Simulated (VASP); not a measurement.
# Mg3Sb2 (P-3m1) in VASP: notebook

Runs on Mg3Sb2. Level: r2SCAN. Tasks: relaxation of the atoms, relaxation of shape and atoms at fixed volume.

All numbers are computed with VASP 6.6.1; they aren't measurements. Logs are shortened: lines on timing, memory, paths and dates and some standing lists are left out, and cuts for length are marked.

## 1. The cell of the first run

It takes space group P-3m1 (No. 164, trigonal). Conventional cell: a = 4.582 Å, b = 4.582 Å, c = 7.244 Å, α = 90.00°, β = 90.00°, γ = 120.00°. Within 3.8 Å of Mg (site symmetry 3m) lie 4 Sb at 2.82 to 2.86 Å and 6 Mg at 3.25 to 3.77 Å. Within 4.1 Å of Mg (site symmetry -3m) lie 6 Sb at 3.15 Å and 6 Mg at 3.77 Å. Within 3.7 Å of Sb (site symmetry 3m) lie 7 Mg at 2.82 to 3.15 Å.

## 2. Relaxation of the atoms, r2SCAN

Input file POSCAR:

```
Mg3Sb2
1.0
    4.5820000000      0.0000000000      0.0000000000
   -2.2910000000      3.9681284001      0.0000000000
    0.0000000000      0.0000000000      7.2440000000
Mg Sb
3 2
Direct
    0.3333333333      0.6666666667      0.6300000000
    0.6666666667      0.3333333333      0.3700000000
    0.0000000000      0.0000000000      0.0000000000
    0.3333333333      0.6666666667      0.2350000000
    0.6666666667      0.3333333333      0.7650000000
```

Input file INCAR.step1:

```
SYSTEM = Mg3Sb2
PREC = Accurate
ENCUT = 580
ISMEAR = 0
SIGMA = 0.02
LREAL = .FALSE.
LASPH = .TRUE.
NELM = 120
GGA = PE
ALGO = Normal
EDIFF = 1E-5
LWAVE = .TRUE.
LCHARG = .FALSE.
GGA_COMPAT = .FALSE.
IBRION = 2
EDIFFG = -0.01
NELMIN = 4
NSW = 100
```

Input file INCAR.step2:

```
SYSTEM = Mg3Sb2
PREC = Accurate
ENCUT = 580
EDIFF = 1E-7
ISMEAR = 0
SIGMA = 0.02
LREAL = .FALSE.
LASPH = .TRUE.
NELM = 120
ALGO = Normal
ISIF = 2
LWAVE = .FALSE.
LCHARG = .FALSE.
METAGGA = R2SCAN
LMIXTAU = .TRUE.
IBRION = 2
NSW = 60
EDIFFG = -0.01
ISTART = 1
GGA_COMPAT = .FALSE.
NELMIN = 4
```

Input file KPOINTS:

```
regular mesh
0
G
  6 6 4
  0 0 0
```

Potentials or basis: VASP PAW PBE potentials, release 64 (Mg, Sb).

The run is started by

```sh
> cat potpaw_PBE.64/Mg/POTCAR potpaw_PBE.64/Sb/POTCAR > POTCAR
> cp INCAR.step1 INCAR
> mpirun -np 1 vasp_std > vasp.out
> cp INCAR.step2 INCAR
> mpirun -np 1 vasp_std > vasp.out
```

OUTCAR:

```text
SYSTEM = Mg3Sb2
   PREC = Accurate
   ENCUT = 580
   EDIFF = 1E-7
   ISMEAR = 0
   LREAL = .FALSE.
   LASPH = .TRUE.
   NELM = 120
   ISIF = 2
   METAGGA = R2SCAN
   IBRION = 2
   NSW = 60
   EDIFFG = -0.01
   ISTART = 1
   NELMIN = 4

 ion  position               nearest neighbor table
   1  0.333  0.667  0.630-   5 2.82   5 2.82   5 2.82   4 2.86   2 3.25   2 3.25   2 3.25
   2  0.667  0.333  0.370-   4 2.82   4 2.82   4 2.82   5 2.86   1 3.25   1 3.25   1 3.25
   3  0.000  0.000  0.000-   4 3.15   5 3.15   4 3.15   5 3.15   5 3.15   4 3.15
   4  0.333  0.667  0.235-   2 2.82   2 2.82   2 2.82   1 2.86   3 3.15   3 3.15   3 3.15
   5  0.667  0.333  0.765-   1 2.82   1 2.82   1 2.82   2 2.86   3 3.15   3 3.15   3 3.15

  LATTYP: Found a hexagonal cell.
 ALAT       =     4.5820000000
 C/A-ratio  =     1.5809690092

  Lattice vectors:

 A1 = (   4.5820000000,   0.0000000000,   0.0000000000)
 A2 = (  -2.2910000000,   3.9681284001,   0.0000000000)
 A3 = (   0.0000000000,   0.0000000000,   7.2440000000)

Analysis of symmetry for initial positions (statically):
=====================================================================
 Subroutine PRICEL returns:
 Original cell was already a primitive cell.

 Routine SETGRP: Setting up the symmetry group for a
 hexagonal supercell.

 Subroutine GETGRP returns: Found 12 space group operations
 (whereof 12 operations were pure point group operations)
 out of a pool of 24 trial point group operations.

The static configuration has the point symmetry D_3d.

Analysis of symmetry for dynamics (positions and initial velocities):
=====================================================================
 Subroutine PRICEL returns:
 Original cell was already a primitive cell.

 Routine SETGRP: Setting up the symmetry group for a
 hexagonal supercell.

 Subroutine GETGRP returns: Found 12 space group operations
 (whereof 12 operations were pure point group operations)
 out of a pool of 24 trial point group operations.

The dynamic configuration has the point symmetry D_3d.

 Subroutine INISYM returns: Found 12 space group operations
 (whereof 12 operations are pure point group operations),
 and found     1 'primitive' translations

----------------------------------------------------------------------------------------

                                     Primitive cell

  volume of cell :     131.7101

  direct lattice vectors                    reciprocal lattice vectors
     4.582000000  0.000000000  0.000000000     0.218245308  0.126003987  0.000000000
    -2.291000000  3.968128400  0.000000000     0.000000000  0.252007974  0.000000000
     0.000000000  0.000000000  7.244000000     0.000000000  0.000000000  0.138045279

  length of vectors
     4.582000000  4.582000000  7.244000000     0.252007974  0.252007974  0.138045279

  position of ions in fractional coordinates (direct lattice)
     0.333333333  0.666666667  0.630000000
     0.666666667  0.333333333  0.370000000
     0.000000000  0.000000000  0.000000000
     0.333333333  0.666666667  0.235000000
     0.666666667  0.333333333  0.765000000

  ion indices of the primitive-cell ions
   primitive index   ion index
                 1           1
                 2           2
                 3           3
                 4           4
                 5           5

----------------------------------------------------------------------------------------

 KPOINTS: regular mesh

Automatic generation of k-mesh.
 Grid dimensions read from file:
 generate k-points for:    6    6    4

 Generating k-lattice:

  Cartesian coordinates                     Fractional coordinates (reciprocal lattice)
     0.036374218  0.021000665  0.000000000     0.166666667  0.000000000  0.000000000
     0.000000000  0.042001329  0.000000000     0.000000000  0.166666667  0.000000000
     0.000000000  0.000000000  0.034511320     0.000000000  0.000000000  0.250000000

  Length of vectors
     0.042001329  0.042001329  0.034511320

  Shift w.r.t. Gamma in fractional coordinates (k-lattice)
     0.000000000  0.000000000  0.000000000

 Subroutine IBZKPT returns following result:
 ===========================================

 Found     24 irreducible k-points:

 Following reciprocal coordinates:
            Coordinates               Weight
  0.000000  0.000000  0.000000      1.000000
  0.166667  0.000000  0.000000      6.000000
  0.333333  0.000000  0.000000      6.000000
  0.500000  0.000000  0.000000      3.000000
  0.166667  0.166667  0.000000      6.000000
  0.333333  0.166667  0.000000     12.000000
[... 16 lines left out ...]
  0.333333  0.166667  0.500000     12.000000
  0.333333  0.333333  0.500000      2.000000
   k-points           NKPTS =     24   k-points in BZ     NKDIM =     24   number of bands    NBANDS=     12
   number of dos      NEDOS =    301   number of ions     NIONS =      5
   total plane-waves  NPLWV =  77760
   dimension x,y,z NGX =    36 NGY =   36 NGZ =   60
   dimension x,y,z NGXF=    72 NGYF=   72 NGZF=  120
   ions per type =               3   2
   NGX,Y,Z   is equivalent  to a cutoff of  13.06, 13.06, 13.77 a.u.
   NGXF,Y,Z  is equivalent  to a cutoff of  26.12, 26.12, 27.54 a.u.
 SYSTEM =  Mg3Sb2
   PREC   = accura    normal or accurate (medium, high low for compatibility)
   ISTART =      1    job   : 0-new  1-cont  2-samecut
   ICHARG =      0    charge: 1-file 2-atom 10-const
   ISPIN  =      1    spin polarized calculation?
   LNONCOLLINEAR =      F non collinear calculations
   LSORBIT =      F    spin-orbit coupling
   LASPH  =      T    aspherical Exc in radial PAW
   ENCUT  =  580.0 eV  42.63 Ry    6.53 a.u.   9.00  9.00 14.22*2*pi/ulx,y,z
   NELM   =    120;   NELMIN=  4; NELMDL=  0     # of ELM steps
   EDIFF  = 0.1E-06   stopping-criterion for ELM
   LREAL  =      F    real-space projection
   EDIFFG = -.1E-01   stopping-criterion for IOM
   NSW    =     60    number of steps for IOM
   IBRION =      2    ionic relax: 0-MD 1-quasi-New 2-CG
   NFREE  =      1    steps in history (QN), initial steepest desc. (CG)
   ISIF   =      2    stress and relaxation
   ISYM   =      2    0-nonsym 1-usesym 2-fastsym
   POTIM  = 0.5000    time-step for ionic-motion
   TEBEG  =    0.0;   TEEND  =   0.0 temperature during run
   PSTRESS=    0.0 pullay stress
   NELECT =      16.0000    total number of electrons
   NUPDOWN=      -1.0000    fix difference up-down
   EMIN   =  10.00;   EMAX   =-10.00  energy-range for DOS
   EFERMI =   0.00;   METHOD = LEGACY
   ISMEAR =     0;   SIGMA  =   0.02  broadening in eV -4-tet -1-fermi 0-gaus
   EFERMI_NEDOS =   21; number of points for ismear=-14 and -15
   IALGO  =     38    algorithm
   IMIX   =      4    mixing-type and parameters
     AMIX     =   0.40;   BMIX     =  1.00
     AMIX_MAG =   1.60;   BMIX_MAG =  1.00
  volume/ion in A,a.u.               =      26.34       177.76
  Fermi-wavevector in a.u.,A,eV,Ry     =   0.810790  1.532171  8.944205  0.657381
  Thomas-Fermi vector in A             =   1.920030
   LORBIT       =      0    0 simple, 1 ext, 2 COOP (PROOUT), +10 PAW based schemes
   METAGGA = R2SCAN    functional components
   LHFCALC =     F    Hartree Fock is set to
   AEXX    =    0.0000 exact exchange contribution
   IVDW    =     0    specifies the selected vdW correction
   LEPSILON=     F    determine dielectric tensor
   LRPA    =     F    only Hartree local field effects (RPA)
 conjugate gradient relaxation of ions
 non-spin polarized calculation
 Gauss-broadening in eV      SIGMA  =   0.02
  energy-cutoff  :      580.00
  volume of cell :      131.71
 maximum number of plane-waves:      4215
   NGX = 17   NGY = 17   NGZ = 29

--------------------------------------- Ionic step        1  -------------------------------------------

 number of electron      15.9999999 magnetization

 Free energy of the ion-electron system (eV)
  ---------------------------------------------------
  ext. energy  EPLUGINS =         0.00000000
  ---------------------------------------------------
  free energy    TOTEN  =       -66.23145584 eV

  energy without entropy =      -66.23145584  energy(sigma->0) =      -66.23145584

------------------------ aborting loop because EDIFF is reached ----------------------------------------

  FORCE on cell =-STRESS in cart. coord.  units (eV):
  Direction    XX          YY          ZZ          XY          YZ          ZX
  --------------------------------------------------------------------------------------
  -------------------------------------------------------------------------------------
  Total       -0.2168338     -0.2168338      0.5185973     -0.0000000      0.0000000      0.0000000
  in kB       -2.6376570     -2.6376570      6.3084349     -0.0000000      0.0000000      0.0000000
  external PRESSURE =       0.3443736 kB  Pullay stress =       0.0000000 kB
[... 219 lines left out ...]
  energy  without entropy=      -66.2516790845  energy(sigma->0) =      -66.25167908

--------------------------------------- Ionic step        7  -------------------------------------------

 number of electron      15.9999999 magnetization

 Free energy of the ion-electron system (eV)
  ---------------------------------------------------
  ext. energy  EPLUGINS =         0.00000000
  ---------------------------------------------------
  free energy    TOTEN  =       -66.25170842 eV

  energy without entropy =      -66.25170842  energy(sigma->0) =      -66.25170842

 E-fermi :   4.4500     XC(G=0):  -9.1546

 val. band max:        4.3194039924   @ k =   0.0000   0.0000   0.0000
 cond. band min:       4.8811541315   @ k =   0.3333   0.3333   0.0000
 fundamental gap:      0.5617501391
 Fermi energy:         4.4500399180

 k-point     1 :       0.0000    0.0000    0.0000
  band No.  band energies     occupation
      1      -6.3520      2.00000
      2      -5.0490      2.00000
      3      -0.7007      2.00000
      4       3.1491      2.00000
      5       3.1491      2.00000
      6       3.8868      2.00000
      7       3.8868      2.00000
      8       4.3194      2.00000
      9       6.0450      0.00000
     10       6.0557      0.00000
     11       7.7077      0.00000
     12       7.7077      0.00000
[... 375 lines left out ...]
  FREE ENERGIE OF THE ION-ELECTRON SYSTEM (eV)
  ---------------------------------------------------
  free  energy   TOTEN  =       -66.2517084171 eV

  energy  without entropy=      -66.2517084171  energy(sigma->0) =      -66.25170842

 reached required accuracy - stopping structural energy minimisation
```

Wall time 7.9 min (1 thread of Intel Xeon 6975P-C (Granite Rapids), shared host); peak memory 0.32 GiB.

Results:

```
Free energy                  : -66.2517 eV
Energy gained by relaxing    : 4.1 meV/atom
Ionic steps                  : 7
Pressure after relaxing      : -0.3 GPa
Largest force after relaxing : 0.007 eV/Å
Band gap on the k mesh       : 0.56 eV (least direct gap 1.73 eV)
```

Forces in eV/Å, atoms in the order of the input:
```
Mg   0.000  0.000  0.007
Mg   0.000  0.000 -0.007
Mg   0.000  0.000  0.000
Sb   0.000  0.000  0.002
Sb   0.000  0.000 -0.002
```

Step by step:
```
step  energy change (eV)  largest force (eV/Å)  pressure (GPa)
   1              0.0000                0.3545            0.03
   2             -0.0121                0.2189           -0.11
   3             -0.0171                0.1397           -0.42
   4             -0.0202                0.0136           -0.32
   5             -0.0202                0.0156           -0.31
   6             -0.0202                0.0118           -0.31
   7             -0.0203                0.0067           -0.31
```

Final structure:
```yaml
crystal:
  lattice:
    - [4.58200, 0.00000, 0.00000]
    - [-2.29100, 3.96813, 0.00000]
    - [0.00000, 0.00000, 7.24400]
  atoms:
    - { symbol: Mg, position: [0.33333, 0.66667, 0.63355] }
    - { symbol: Mg, position: [0.66667, 0.33333, 0.36645] }
    - { symbol: Mg, position: [0.00000, 0.00000, 0.00000] }
    - { symbol: Sb, position: [0.33333, 0.66667, 0.22862] }
    - { symbol: Sb, position: [0.66667, 0.33333, 0.77138] }
```

Caveat: semilocal functionals underestimate gaps, and a narrow one can read as zero; the PAW data sets were made with another functional, which shifts forces and pressure a little; spin-orbit coupling is left out, which moves the levels of the heavy elements.

[end of part 1 of 2]
